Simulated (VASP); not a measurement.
# Ti: single point with r2SCAN

Ti:

```
Ti
1.0
     2.84772    0.00000    0.00000
    -1.42386    2.54247    0.00000
     0.00000    0.00000    4.63619
Ti
2
Cartesian
  0.0000 1.6950 1.1590
  1.4239 0.8475 3.4771
```

This cell differs from its parent crystal: strain -0.0300 x Voigt [1, 0, 0, 0, 0, 0].

```json
{"Program": "VASP 6.6.1", "Task": "single point", "Functional": "r2SCAN", "Potentials or basis": "VASP PAW PBE potentials, release 64 (Ti_sv)", "Cutoff": "520 eV", "k mesh": "24 × 24 × 14", "Occupations": "gaussian, width 0.15 eV", "Spin": "no spin polarisation", "Dipole correction": "no", "Further INCAR settings": "ALGO = Normal; EDIFF = 1e-07; NBANDS = 19"}
```

```
Pressure               : 4.2 GPa
Largest force          : 0.099 eV/Å
Band gap on the k mesh : zero (bands 12 and 13 overlap by 1.12 eV)
```

Forces on the atoms (eV/Å):
```
Ti   0.000  0.099  0.000
Ti   0.000 -0.099  0.000
```

Stress tensor (GPa, compression positive):
```
7.38 0.00 0.00
0.00 2.41 0.00
0.00 0.00 2.91
```

Levels at points of the mesh, in eV from the Fermi level:
| k point | band 10 | band 11 | band 12 | band 13 | band 14 | band 15 |
| --- | --- | --- | --- | --- | --- | --- |
| (0.00, 0.00, 0.00) | -2.95 | 0.54 | 0.70 | 0.92 | 1.12 | 1.27 |
| (0.50, 0.00, 0.00) | -2.38 | -2.05 | -0.67 | 0.56 | 0.76 | 1.34 |
| (0.00, 0.50, 0.00) | -2.35 | -2.04 | -0.89 | 0.64 | 0.86 | 1.14 |
| (0.00, 0.00, 0.50) | -4.73 | 0.01 | 0.01 | 0.66 | 0.66 | 1.03 |
| (0.50, 0.00, 0.50) | -2.76 | -0.92 | -0.92 | 1.44 | 1.44 | 1.97 |
| (0.00, 0.50, 0.50) | -2.79 | -0.95 | -0.95 | 1.21 | 1.21 | 2.15 |

It took 81 min on 1 thread of Oxide Virtual Turin-like Processor, on a shared host, peak memory 0.66 GiB.

Caveat: the cell differs from its parent crystal (strain -0.0300 x Voigt [1, 0, 0, 0, 0, 0]); the cell stands under pressure; the PAW data sets were made with another functional, which shifts forces and pressure a little.
